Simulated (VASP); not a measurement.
Hf, 1 atom in the cell. It takes space group Fm-3m (No. 225, cubic). Conventional cell: a = 4.255 Å, b = 4.255 Å, c = 4.255 Å, α = 90.00°, β = 90.00°, γ = 90.00°. Hf (site symmetry m-3m) has 12 Hf at 3.01 Å within 4.0 Å. This isn't the form of Hf at room conditions, which is hcp.

```yaml
Program: VASP 6.6.1
Task: single point
Functional: PBE0
Potentials_or_basis: VASP PAW PBE potentials, release 64 (Hf_pv)
Cutoff: 520 eV
k_mesh: 7 × 7 × 7
Occupations: fermi-dirac, width 0.01 eV
Spin: no spin polarisation
Dipole_correction: no
Grid_for_exact_exchange_PRECFOCK: Normal
Further_INCAR_settings: ALGO = Normal; EDIFF = 1e-06; NBANDS = 11
Share_of_exact_exchange: 0.25
```

Potentials or basis: VASP PAW PBE potentials, release 64 (Hf_pv).

Run with:

```console
$ cat potpaw_PBE.64/Hf_pv/POTCAR > POTCAR
$ cp INCAR.step1 INCAR
$ mpirun -np 1 vasp_std > vasp.out
$ cp INCAR.step2 INCAR
$ mpirun -np 1 vasp_std > vasp.out
```

Hardware: 1 thread of AMD EPYC 9R45 (Zen 5), with other jobs on the host.

Problem. Estimate the wall time of this run.

Solution. Run time: 10 min on 1 thread of AMD EPYC 9R45 (Zen 5), on a shared host, peak memory 0.13 GiB. Counts: k points 20.
